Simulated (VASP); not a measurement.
NaPbBr3:

```
CELL_PARAMETERS angstrom
5.85076 0.00000 0.00000
0.00000 5.85076 0.00000
0.00000 0.00000 5.85076
ATOMIC_POSITIONS crystal
Na 0.00000 0.00000 0.00000
Pb 0.50000 0.50000 0.50000
Br 0.50000 0.50000 0.00000
Br 0.50000 0.00000 0.50000
Br 0.00000 0.50000 0.50000
```

This cell differs from its parent crystal: strain -1.0%.

Base run:

- Program: VASP 6.6.1
- Functional: r2SCAN
- Potentials or basis: VASP PAW PBE potentials, release 64 (Na_pv, Pb_d, Br)
- Cutoff: 520 eV
- k mesh: 4 × 4 × 4
- Occupations: gaussian, width 0.01 eV
- Spin: no spin polarisation

Its results: band gap on the k mesh 1.91 eV; pressure 0.7 GPa.

Task: The run is repeated on the same cell with these changes: functional from r2SCAN to PBE; occupations from gaussian, width 0.01 eV to fermi-dirac, width 0.02 eV. What comes out?

Result: Band gap on the k mesh 1.39 eV (least direct gap 1.53 eV); pressure 1.1 GPa.

Caveats: spin-orbit coupling is left out, which moves the levels of the heavy elements; the PAW data sets were made with another functional, which shifts forces and pressure a little (at least some runs).

A k mesh can miss the band edges.
